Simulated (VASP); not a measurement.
A run of VASP 6.6.1:

File INCAR:

```
SYSTEM = Zn
PREC = Accurate ; ENCUT = 600
EDIFF = 1E-6 ; ISMEAR = 0
SIGMA = 0.1 ; LREAL = .False.
LASPH = .True. ; NELM = 60
ALGO = Fast ; ISIF = 3
LWAVE = .False. ; LCHARG = .False.
GGA = PE ; IBRION = 2
NSW = 100 ; EDIFFG = -0.01
```

File KPOINTS:

```
regular mesh
0
Gamma
  24 24 18
  0 0 0
```

POSCAR

```
Zn
1.0
    2.5719544145      0.0000000000      0.0000000000
   -1.2859772072      2.2273778603      0.0000000000
    0.0000000000      0.0000000000      3.0617549456
Zn
1
Direct
    0.0000000000      0.0000000000      0.0000000000
```

Potentials or basis: VASP PAW PBE potentials, release 64 (Zn).

Run with:

```sh
$ cat potpaw_PBE.64/Zn/POTCAR > POTCAR
$ mpirun -np 1 vasp_std > vasp.out
```

Hardware: 1 thread of Intel Xeon 8259CL, on a shared host.

Question: How long does it take, and how much memory?

Answer: Wall time 11 min on 1 thread of Intel Xeon 8259CL, with other jobs on the host, peak memory 0.28 GiB. Counts: scf iterations 96, k points 610, ion steps 17.
